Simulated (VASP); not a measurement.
# MnS (P6_3mc) in VASP: notebook, part 2 of 2

VASP 6.6.1. Earlier steps stand in the parts before.

## Step 3: Single point, BLYP, collinear spin, ferromagnetic start

This run uses another cell than the first one, of 22.32 Å³/atom.

Contents of INCAR:

```
PREC = Accurate
ENCUT = 520
EDIFF = 1E-7
ISMEAR = -1
SIGMA = 0.05
LREAL = F
LASPH = T
NELM = 150
ALGO = Normal
ISIF = 2
LWAVE = F
LCHARG = F
ISPIN = 2
MAGMOM = 4 4 0 0
LORBIT = 11
LMAXMIX = 4
GGA = B5
ALDAX = 1.0
AGGAX = 1.0
AGGAC = 1.0
ALDAC = 0.0
NBANDS = 31
```

Contents of KPOINTS:

```
regular mesh
0
Gamma
  8 8 4
```

Contents of POSCAR:

```
MnS
1.0
    4.0056036386      0.0000000000      0.0000000000
   -2.0028018193      3.4689545085      0.0000000000
    0.0000000000      0.0000000000      6.4259927585
Mn S
2 2
Direct
    0.6666666667      0.3333333333      0.4988446700
    0.3333333333      0.6666666667      0.9988446700
    0.3333333333      0.6666666667      0.6261543000
    0.6666666667      0.3333333333      0.1261543000
```

Potentials or basis: VASP PAW PBE potentials, release 64 (Mn_pv, S).

On the command line:

```
$ cat potpaw_PBE.64/Mn_pv/POTCAR potpaw_PBE.64/S/POTCAR > POTCAR
$ mpirun -np 1 vasp_std > vasp.out
```

OUTCAR:

```text
PREC = Accurate
   ENCUT = 520
   EDIFF = 1E-7
   ISMEAR = -1
   LREAL = F
   LASPH = T
   NELM = 150
   ISIF = 2
   ISPIN = 2
   LORBIT = 11
   GGA = B5

 ion  position               nearest neighbor table
   1  0.667  0.333  0.499-   4 2.39   3 2.45   3 2.45   3 2.45
   2  0.333  0.667  0.999-   3 2.39   4 2.45   4 2.45   4 2.45
   3  0.333  0.667  0.626-   2 2.39   1 2.45   1 2.45   1 2.45
   4  0.667  0.333  0.126-   1 2.39   2 2.45   2 2.45   2 2.45

  LATTYP: Found a hexagonal cell.
 ALAT       =     4.0056036386
 C/A-ratio  =     1.6042507792

[... 1864 lines left out ...]
      direct lattice vectors                 reciprocal lattice vectors
     4.005603639  0.000000000  0.000000000     0.249650263  0.144135646  0.000000000
    -2.002801819  3.468954508  0.000000000     0.000000000  0.288271293  0.000000000
     0.000000000  0.000000000  6.425992758     0.000000000  0.000000000  0.155617978

 POSITION                                       TOTAL-FORCE (eV/Angst)
 -----------------------------------------------------------------------------------
      2.00280      1.15632      3.20557        -0.000000      0.000000      0.255773
     -0.00000      2.31264      6.41857         0.000000     -0.000000      0.255773
     -0.00000      2.31264      4.02366        -0.000000      0.000000     -0.255773
      2.00280      1.15632      0.81067         0.000000     -0.000000     -0.255773
 -----------------------------------------------------------------------------------
    total drift:                                0.000001      0.000001      0.001944

  FREE ENERGIE OF THE ION-ELECTRON SYSTEM (eV)
  ---------------------------------------------------
  free  energy   TOTEN  =       -25.5169990167 eV

  energy  without entropy=      -25.5047844722  energy(sigma->0) =      -25.51089174

 total charge

# of ion       s       p       d       tot
------------------------------------------
    1        0.259   6.204   4.932  11.395
    2        0.259   6.204   4.932  11.395
    3        1.326   2.463   0.000   3.789
    4        1.326   2.463   0.000   3.789
--------------------------------------------------
tot          3.170  17.333   9.865  30.368

 magnetization (x)

# of ion       s       p       d       tot
------------------------------------------
    1        0.039   0.058   4.214   4.312
    2        0.039   0.058   4.214   4.312
    3        0.016   0.114   0.000   0.130
    4        0.016   0.114   0.000   0.130
--------------------------------------------------
tot          0.110   0.345   8.428   8.883
```

OSZICAR:

```text
N       E                     dE             d eps       ncg     rms          rms(c)
DAV:   1     0.371024250530E+03    0.37102E+03   -0.20674E+04  3920   0.126E+03
DAV:   2    -0.476922322867E+00   -0.37150E+03   -0.35202E+03  3839   0.361E+02
DAV:   3    -0.273815809549E+02   -0.26905E+02   -0.26462E+02  4406   0.103E+02
DAV:   4    -0.279737276223E+02   -0.59215E+00   -0.59138E+00  4163   0.157E+01
DAV:   5    -0.279848686367E+02   -0.11141E-01   -0.11140E-01  4498   0.236E+00    0.149E+01
DAV:   6    -0.255485407924E+02    0.24363E+01   -0.12846E+01  4144   0.347E+01    0.141E+01
DAV:   7    -0.255228455449E+02    0.25695E-01   -0.22272E+00  3937   0.139E+01    0.879E+00
DAV:   8    -0.255224883194E+02    0.35723E-03   -0.10433E-01  4439   0.227E+00    0.482E+00
DAV:   9    -0.255144452689E+02    0.80431E-02   -0.31222E-02  4006   0.146E+00    0.540E-01
DAV:  10    -0.255165787537E+02   -0.21335E-02   -0.56354E-03  3991   0.603E-01    0.201E-01
DAV:  11    -0.255168425499E+02   -0.26380E-03   -0.11155E-03  4381   0.165E-01    0.145E-01
DAV:  12    -0.255169394427E+02   -0.96893E-04   -0.13457E-04  4175   0.907E-02    0.110E-01
DAV:  13    -0.255169701968E+02   -0.30754E-04   -0.20882E-05  4169   0.297E-02    0.545E-02
DAV:  14    -0.255169969392E+02   -0.26742E-04   -0.30967E-05  3874   0.339E-02    0.154E-02
DAV:  15    -0.255169987222E+02   -0.17831E-05   -0.20532E-06  4427   0.982E-03    0.292E-03
DAV:  16    -0.255169989601E+02   -0.23788E-06   -0.75817E-08  3079   0.172E-03    0.161E-03
DAV:  17    -0.255169990167E+02   -0.56543E-07   -0.94782E-08  3250   0.181E-03
   1 F= -.25516999E+02 E0= -.25510892E+02  d E =-.122145E-01  mag=     9.8578
```

Run time: 97 s. Hardware: 1 thread of Intel Xeon 6975P-C (Granite Rapids), shared host; peak memory 0.3 GiB.

Results:

```
Free energy                                           : -25.5170 eV
Pressure                                              : 3.2 GPa
Largest force                                         : 0.256 eV/Å
Net moment                                            : 9.86 μB per cell
Site moments                                          : Mn +4.31; S +0.13 μB
Valence electrons inside the program's atomic spheres : Mn 11.39; S 3.79
```

Forces on the atoms (eV/Å):
```
Mn   0.000  0.000  0.256
Mn   0.000  0.000  0.256
S    0.000  0.000 -0.256
S    0.000  0.000 -0.256
```

Levels at points of the mesh, in eV from the Fermi level:
Spin up:
```csv
k point,band 20,band 21,band 22,band 23,band 24,band 25,band 26,band 27,band 28,band 29
"(0.00, 0.00, 0.00)",-0.79,-0.79,0.17,0.22,0.22,1.26,2.88,5.92,5.92,6.43
"(0.50, 0.00, 0.00)",-2.58,-2.27,-2.13,-1.08,-0.69,3.73,3.77,4.61,6.40,6.45
"(0.00, 0.00, 0.50)",-1.52,-0.31,-0.31,-0.31,-0.31,2.81,2.81,5.93,5.93,6.26
"(0.50, 0.00, 0.50)",-2.74,-1.39,-1.39,-1.26,-1.26,3.32,3.32,5.28,5.28,7.64
```
Spin down:
| k point | band 10 | band 11 | band 12 | band 13 | band 14 | band 15 | band 16 | band 17 | band 18 | band 19 |
| --- | --- | --- | --- | --- | --- | --- | --- | --- | --- | --- |
| (0.00, 0.00, 0.00) | -3.23 | -3.21 | -3.21 | -3.19 | -3.19 | 0.45 | 0.45 | 0.73 | 0.89 | 0.89 |
| (0.50, 0.00, 0.00) | -4.48 | -3.94 | -3.37 | -3.28 | -3.16 | 0.07 | 0.22 | 0.64 | 0.81 | 0.85 |
| (0.00, 0.00, 0.50) | -4.28 | -3.21 | -3.21 | -3.21 | -3.21 | 0.73 | 0.73 | 0.73 | 0.73 | 1.66 |
| (0.50, 0.00, 0.50) | -5.01 | -3.31 | -3.31 | -3.22 | -3.22 | 0.51 | 0.51 | 0.80 | 0.80 | 0.89 |

Caveat: the cell stands under pressure; the PAW data sets were made with another functional, which shifts forces and pressure a little; semilocal functionals often make such compounds metallic where correlation or magnetic order opens a gap, which also shifts bond lengths; the run started ferromagnetic, and an antiferromagnetic order may lie lower in energy. With open d or f shells a metallic result of BLYP can be an artefact of self-interaction; +U or a hybrid may open a gap.
